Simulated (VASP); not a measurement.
Here is a VASP 6.6.1 calculation.

Contents of INCAR:

```
SYSTEM = HfZrS3
  PREC = Accurate
  ENCUT = 600
  EDIFF = 1E-6
  ISMEAR = 0
  SIGMA = 0.1
  LREAL = .False.
  LASPH = .True.
  NELM = 100
  ALGO = Fast
  ISIF = 3
  LWAVE = .False.
  LCHARG = .False.
  GGA = PE
  IBRION = 2
  NSW = 100
  EDIFFG = -0.01
```

The input KPOINTS:

```
Automatic mesh
0
Gamma
  10 10 6
  0 0 0
```

Contents of POSCAR:

```
HfZrS3
1.0
    4.1301333250      0.0000000000      0.0000000000
    0.0000000000      4.1301333250      0.0000000000
    0.0000000000      0.0000000000      6.0618046617
Zr Hf S
1 1 3
Direct
    0.0000000000      0.0000000000      0.4774690859
    0.0000000000      0.0000000000      0.9915009312
    0.5000000000      0.0000000000      0.2265043501
    0.0000000000      0.5000000000      0.2265043501
    0.5000000000      0.5000000000      0.7252450127
```

Potentials or basis: VASP PAW PBE potentials, release 64 (Zr_sv, Hf_pv, S).

Run with:

```bash
$ cat potpaw_PBE.64/Zr_sv/POTCAR potpaw_PBE.64/Hf_pv/POTCAR potpaw_PBE.64/S/POTCAR > POTCAR
$ mpirun -np 1 vasp_std > vasp.out
```

Problem. Predict the band gap on the k mesh.

Solution. Zero (bands 20 and 21 overlap by 1.35 eV).

Problem. Estimate the space group after relaxing (to 0.1 Å).

Solution. P4mm (No. 99).

Problem. Predict the relaxed cell.

Solution. a = 4.113 Å, b = 4.113 Å, c = 6.078 Å, α = 90.00°, β = 90.00°, γ = 90.00°.

Forces in eV/Å, atoms in the order of the input:
```
Zr   0.000  0.000  0.003
Hf   0.000  0.000  0.007
S    0.000  0.000 -0.001
S    0.000  0.000 -0.001
S    0.000  0.000 -0.007
```

Caveat: spin-orbit coupling is left out, which moves the levels of the heavy elements.
